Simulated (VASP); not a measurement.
# Sn3Se2S (Cmcm) in VASP: further runs, part 2 of 2

VASP 6.6.1. The steps go on from the part before.

## 3. Single point, PBE

File INCAR:

```
ALGO = Normal ; EDIFF = 1E-6
ENCUT = 500 ; GGA = PE
GGA_COMPAT = F ; ISIF = 2
ISMEAR = 0 ; LASPH = T
LCHARG = T ; LELF = T
LREAL = F ; LVHAR = T
LWAVE = F ; NBANDS = 72
NELM = 120 ; PREC = Accurate
SIGMA = 0.1
```

File KPOINTS:

```
k-points
0
Gamma
  2 2 4
```

File POSCAR:

```
Sn3Se2S
1.0
    6.3413933425     -6.0907655007      0.0000000000
    6.3413933425      6.0907655007      0.0000000000
    0.0000000000      0.0000000000      4.2539981091
Sn Se S
6 4 2
Direct
    0.7941415679      0.5257703553      0.2500000000
    0.4742296447      0.2058584321      0.2500000000
    0.1303625794      0.8696374206      0.2500000000
    0.5257703553      0.7941415679      0.7500000000
    0.2058584321      0.4742296447      0.7500000000
    0.8696374206      0.1303625794      0.7500000000
    0.0279742347      0.3115703543      0.2500000000
    0.6884296457      0.9720257653      0.2500000000
    0.3115703543      0.0279742347      0.7500000000
    0.9720257653      0.6884296457      0.7500000000
    0.3439158910      0.6560841090      0.2500000000
    0.6560841090      0.3439158910      0.7500000000
```

Potentials or basis: VASP PAW PBE potentials, release 64 (Sn_d, Se, S).

Launch:

```bash
cat potpaw_PBE.64/Sn_d/POTCAR potpaw_PBE.64/Se/POTCAR potpaw_PBE.64/S/POTCAR > POTCAR
mpirun -np 1 vasp_std > vasp.out
```

OUTCAR:

```text
EDIFF = 1E-6
   ENCUT = 500
   GGA = PE
   ISIF = 2
   ISMEAR = 0
   LASPH = T
   LREAL = F
   NELM = 120
   PREC = Accurate

 ion  position               nearest neighbor table
   1  0.794  0.526  0.250-   7 2.73  12 2.95  12 2.95  10 3.03  10 3.03
   2  0.474  0.206  0.250-   8 2.73  12 2.95  12 2.95   9 3.03   9 3.03
   3  0.130  0.870  0.250-  11 2.60  10 3.03   9 3.03   9 3.03  10 3.03
   4  0.526  0.794  0.750-   9 2.73  11 2.95  11 2.95   8 3.03   8 3.03
   5  0.206  0.474  0.750-  10 2.73  11 2.95  11 2.95   7 3.03   7 3.03
   6  0.870  0.130  0.750-  12 2.60   8 3.03   7 3.03   7 3.03   8 3.03
   7  0.028  0.312  0.250-   1 2.73   6 3.03   6 3.03   5 3.03   5 3.03
   8  0.688  0.972  0.250-   2 2.73   6 3.03   6 3.03   4 3.03   4 3.03
   9  0.312  0.028  0.750-   4 2.73   3 3.03   3 3.03   2 3.03   2 3.03
  10  0.972  0.688  0.750-   5 2.73   3 3.03   3 3.03   1 3.03   1 3.03
  11  0.344  0.656  0.250-   3 2.60   4 2.95   5 2.95   4 2.95   5 2.95
  12  0.656  0.344  0.750-   6 2.60   2 2.95   1 2.95   1 2.95   2 2.95

  LATTYP: Found a base centered orthorhombic cell.
 ALAT       =    12.1815310014
 B/A-ratio  =     1.0411488247
 C/A-ratio  =     0.3492170326

  Lattice vectors:

 A1 = (  -6.3413933425,  -6.0907655007,   0.0000000000)
 A2 = (   6.3413933425,  -6.0907655007,   0.0000000000)
 A3 = (   0.0000000000,   0.0000000000,   4.2539981091)

Analysis of symmetry for initial positions (statically):
=====================================================================
 Subroutine PRICEL returns:
 Original cell was already a primitive cell.

 Routine SETGRP: Setting up the symmetry group for a
 base centered orthorhombic supercell.

 Subroutine GETGRP returns: Found  8 space group operations
 (whereof  4 operations were pure point group operations)
 out of a pool of  8 trial point group operations.

The static configuration has the point symmetry C_2h.
 The point group associated with its full space group is D_2h.

[... 145 lines left out ...]
   IVDW    =     0    specifies the selected vdW correction
   LEPSILON=     F    determine dielectric tensor
   LRPA    =     F    only Hartree local field effects (RPA)
 non-spin polarized calculation
 Gauss-broadening in eV      SIGMA  =   0.10
  energy-cutoff  :      500.00
  volume of cell :      328.61
 maximum number of plane-waves:      8380
   NGX = 33   NGY = 33   NGZ = 15

 number of electron     120.0000044 magnetization

 Free energy of the ion-electron system (eV)
  ---------------------------------------------------
  ext. energy  EPLUGINS =         0.00000000
  ---------------------------------------------------
  free energy    TOTEN  =       -50.40082598 eV

  energy without entropy =      -50.40082584  energy(sigma->0) =      -50.40082591

 E-fermi :   5.2434     XC(G=0):  -9.4637

 val. band max:        4.9071475093   @ k =   0.5000   0.5000   0.0000
 cond. band min:       5.5729761429   @ k =   0.5000   0.5000   0.0000
 fundamental gap:      0.6658286336
 Fermi energy:         5.2433885597

 k-point     1 :       0.0000    0.0000    0.0000
  band No.  band energies     occupation
      1     -16.2556      2.00000
      2     -16.2538      2.00000
      3     -16.2510      2.00000
      4     -16.2473      2.00000
      5     -16.2464      2.00000
      6     -16.2463      2.00000
[... 664 lines left out ...]
     71       9.2317      0.00000
     72       9.2318      0.00000

------------------------ aborting loop because EDIFF is reached ----------------------------------------

  FORCE on cell =-STRESS in cart. coord.  units (eV):
  Direction    XX          YY          ZZ          XY          YZ          ZX
  --------------------------------------------------------------------------------------
  -------------------------------------------------------------------------------------
  Total       -0.0065242     -0.0650493     -0.0507816      0.0000000      0.0000000      0.0000000
  in kB       -0.0318094     -0.3171535     -0.2475900      0.0000000      0.0000000      0.0000000
  external PRESSURE =      -0.1988510 kB  Pullay stress =       0.0000000 kB

 VOLUME and BASIS-vectors are now :
 -----------------------------------------------------------------------------
  energy-cutoff  :      500.00
  volume of cell :      328.61
      direct lattice vectors                 reciprocal lattice vectors
     6.341393342 -6.090765501  0.000000000     0.078847025 -0.082091488  0.000000000
     6.341393342  6.090765501  0.000000000     0.078847025  0.082091488  0.000000000
     0.000000000  0.000000000  4.253998109     0.000000000  0.000000000  0.235072977

 POSITION                                       TOTAL-FORCE (eV/Angst)
 -----------------------------------------------------------------------------------
      8.37008     -1.63459      1.06350         0.005151      0.012911     -0.000000
      4.31271     -1.63459      1.06350        -0.005151      0.012911      0.000000
      6.34139      4.50275      1.06350        -0.000000     -0.011120     -0.000000
      8.37008      1.63459      3.19050         0.005151     -0.012911      0.000000
      4.31271      1.63459      3.19050        -0.005151     -0.012911      0.000000
      6.34139     -4.50275      3.19050        -0.000000      0.011120      0.000000
      2.15319      1.72732      1.06350        -0.001871     -0.006527     -0.000000
     10.52960      1.72732      1.06350         0.001871     -0.006527     -0.000000
      2.15319     -1.72732      3.19050        -0.001871      0.006527      0.000000
     10.52960     -1.72732      3.19050         0.001871      0.006527      0.000000
      6.34139      1.90134      1.06350        -0.000000      0.010381     -0.000000
      6.34139     -1.90134      3.19050        -0.000000     -0.010381     -0.000000
 -----------------------------------------------------------------------------------
    total drift:                                0.000000     -0.000000      0.000000

  FREE ENERGIE OF THE ION-ELECTRON SYSTEM (eV)
  ---------------------------------------------------
  free  energy   TOTEN  =       -50.4008259780 eV

  energy  without entropy=      -50.4008258401  energy(sigma->0) =      -50.40082591
```

OSZICAR:

```text
N       E                     dE             d eps       ncg     rms          rms(c)
DAV:   1     0.141842294289E+04    0.14184E+04   -0.52935E+04  1400   0.208E+03
DAV:   2     0.222942725078E+03   -0.11955E+04   -0.11650E+04  1296   0.643E+02
DAV:   3    -0.287242478450E+02   -0.25167E+03   -0.24351E+03  1464   0.221E+02
DAV:   4    -0.510698229644E+02   -0.22346E+02   -0.21979E+02  1504   0.640E+01
DAV:   5    -0.519953454897E+02   -0.92552E+00   -0.92085E+00  1608   0.136E+01    0.102E+01
DAV:   6    -0.503747628215E+02    0.16206E+01   -0.37229E+00  1704   0.709E+00    0.638E+00
DAV:   7    -0.504098531629E+02   -0.35090E-01   -0.14808E+00  1696   0.334E+00    0.287E+00
DAV:   8    -0.504007443532E+02    0.91088E-02   -0.18200E-01  1608   0.196E+00    0.687E-01
DAV:   9    -0.503998847174E+02    0.85964E-03   -0.36232E-02  1584   0.788E-01    0.228E-01
DAV:  10    -0.504005446597E+02   -0.65994E-03   -0.62092E-03  1664   0.298E-01    0.157E-01
DAV:  11    -0.504007509672E+02   -0.20631E-03   -0.54971E-04  1640   0.107E-01    0.482E-02
DAV:  12    -0.504008239593E+02   -0.72992E-04   -0.21105E-04  1512   0.613E-02    0.298E-02
DAV:  13    -0.504008248957E+02   -0.93643E-06   -0.17427E-05  1472   0.182E-02    0.977E-03
DAV:  14    -0.504008260396E+02   -0.11439E-05   -0.83676E-06  1296   0.132E-02    0.421E-03
DAV:  15    -0.504008259780E+02    0.61596E-07   -0.85119E-07   848   0.597E-03
   1 F= -.50400826E+02 E0= -.50400826E+02  d E =-.137918E-06
```

stdout:

```text
POSCAR found type information on POSCAR SnSeS
 POSCAR found :  3 types and      12 ions
 scaLAPACK will be used
 LDA part: xc-table for (Slater+PW92), standard interpolation
 POSCAR, INCAR and KPOINTS ok, starting setup
 FFT: planning ... GRIDC
 FFT: planning ... GRID_SOFT
 FFT: planning ... GRID
 WAVECAR not read
 entering main loop
```

It took 4.6 min on 1 thread of Oxide Virtual Turin-like, shared host; peak memory 0.39 GiB.

Results:

```yaml
Free_energy: -50.4008 eV
Pressure: 0.0 GPa
Largest_force: 0.014 eV/Å
Band_gap_on_the_k_mesh: 0.67 eV
```

Forces in eV/Å, atoms in the order of the input:
```
Sn   0.005  0.013  0.000
Sn  -0.005  0.013  0.000
Sn   0.000 -0.011  0.000
Sn   0.005 -0.013  0.000
Sn  -0.005 -0.013  0.000
Sn   0.000  0.011  0.000
Se  -0.002 -0.007  0.000
Se   0.002 -0.007  0.000
Se  -0.002  0.007  0.000
Se   0.002  0.007  0.000
S    0.000  0.010  0.000
S    0.000 -0.010  0.000
```

Levels at points of the mesh, in eV from the valence-band top:
| k point | band 58 | band 59 | band 60 | band 61 | band 62 | band 63 |
| --- | --- | --- | --- | --- | --- | --- |
| (0.00, 0.00, 0.00) | -0.40 | -0.11 | -0.01 | 1.35 | 1.42 | 1.67 |
| (0.50, 0.00, 0.00) | -0.47 | -0.27 | -0.04 | 1.45 | 1.51 | 1.74 |
| (0.50, 0.50, 0.00) | -0.45 | -0.23 | 0.00 | 0.67 | 1.14 | 1.24 |
| (0.00, 0.00, 0.50) | -1.30 | -0.05 | -0.05 | 1.25 | 1.25 | 2.01 |
| (0.50, 0.00, 0.50) | -0.96 | -0.83 | -0.83 | 1.97 | 1.97 | 2.17 |
| (0.50, 0.50, 0.50) | -1.56 | -0.56 | -0.56 | 1.72 | 1.72 | 2.40 |

Caveat: semilocal functionals underestimate gaps, and a narrow one can read as zero; spin-orbit coupling is left out, which moves the levels of the heavy elements.
